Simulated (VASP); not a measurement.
GdO: single point with r2SCAN0

GdO:

```
CELL_PARAMETERS angstrom
0.00000 2.70000 2.70000
2.70000 0.00000 2.70000
2.70000 2.70000 0.00000
ATOMIC_POSITIONS crystal
Gd 0.00000 0.00000 0.00000
O 0.25000 0.25000 0.25000
```

```json
{
 "Program": "VASP 6.6.1",
 "Task": "single point",
 "Functional": "r2SCAN0",
 "Potentials or basis": "VASP PAW PBE potentials, release 64 (Gd, O)",
 "Cutoff": "520 eV",
 "k mesh": "5 × 5 × 5",
 "Occupations": "fermi-dirac, width 0.05 eV",
 "Spin": "collinear spin, ferromagnetic start",
 "Starting moments": "[7.0, 0.0] μB",
 "Dipole correction": "no",
 "Grid for exact exchange (PRECFOCK)": "Normal",
 "Further INCAR settings": "ALGO = Normal; EDIFF = 1e-06; NBANDS = 23",
 "Share of exact exchange": "0.25"
}
```

```
Pressure                                              : -2.8 GPa
Band gap on the k mesh                                : zero (filled and empty bands overlap)
Net moment                                            : 7.98 μB per cell
Site moments                                          : Gd +7.03; O +0.04 μB
Valence electrons inside the program's atomic spheres : Gd 15.14; O 5.07
```

Levels at points of the mesh, in eV from the Fermi level:
Spin up:
| k point | band 13 | band 14 | band 15 | band 16 | band 17 | band 18 | band 19 | band 20 |
| --- | --- | --- | --- | --- | --- | --- | --- | --- |
| (0.00, 0.00, 0.00) | -6.70 | -6.70 | -6.70 | -2.88 | 4.31 | 4.31 | 6.08 | 6.08 |
Spin down:
```tsv
k point	band 4	band 5	band 6	band 7	band 8	band 9	band 10	band 11	band 12	band 13
(0.00, 0.00, 0.00)	-22.63	-22.38	-6.55	-6.55	-6.55	-0.21	5.14	5.14	5.14	5.51
```

It took 18 min on 4 MPI ranks on Intel(R) Xeon(R) Platinum 8488C (Sapphire Rapids), on a shared host, peak memory 0.2 GiB a rank.

Caveat: the k points lie up to 0.40 Å⁻¹ apart; the PAW data sets were made with another functional, which shifts forces and pressure a little; spin-orbit coupling is left out, which moves the levels of the heavy elements; a cell with one magnetic atom can't hold antiferromagnetic order, which such compounds often take. The state reached can hang on the start; a lower one may exist.
